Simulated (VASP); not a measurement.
Set up this calculation in VASP 6.6.1, as the native input.

```yaml
Task: single point
Functional: PBE
Potentials_or_basis: VASP PAW PBE potentials, release 64 (Ge_d)
Cutoff: 520 eV
k_mesh: 8 × 8 × 4
Occupations: gaussian, width 0.1 eV
Spin: no spin polarisation
Dipole_correction: no
Further_INCAR_settings: ALGO = Normal; EDIFF = 1e-06; NBANDS = 13
```

The structure of Ge lies in POSCAR:

```
Ge
1.0
    1.5053544299     -2.6061830773      0.0000000000
    1.5053544299      2.6061830773      0.0000000000
    0.0000000000      0.0000000000      2.5257716425
Ge
1
Direct
    0.5000000000      0.5000000000      0.0000000000
```

The input as run:

INCAR

```
PREC = Accurate ; ENCUT = 520
EDIFF = 1E-6 ; ISMEAR = 0
SIGMA = 0.1 ; LREAL = F
LASPH = T ; NELM = 100
ALGO = Normal ; ISIF = 2
LWAVE = F ; LCHARG = F
GGA = PE ; NBANDS = 13
```

KPOINTS

```
Automatic mesh
0
Gamma
  8 8 4
```

Potentials or basis: VASP PAW PBE potentials, release 64 (Ge_d).

Run with:

```console
$ cat potpaw_PBE.64/Ge_d/POTCAR > POTCAR
$ mpirun -np 1 vasp_std > vasp.out
```

Results of the run:

```json
{
  "Pressure": "-0.1 GPa",
  "Band gap on the k mesh": "zero (band 7 reaches 12.36 eV, above the bottom of band 8 at 3.96 eV)"
}
```

Caveat: the k points lie up to 0.62 Å⁻¹ apart.

Run time: 6.8 s on 1 thread of Intel(R) Xeon(R) Platinum 8488C (Sapphire Rapids) (shared host), peak memory 0.14 GiB.
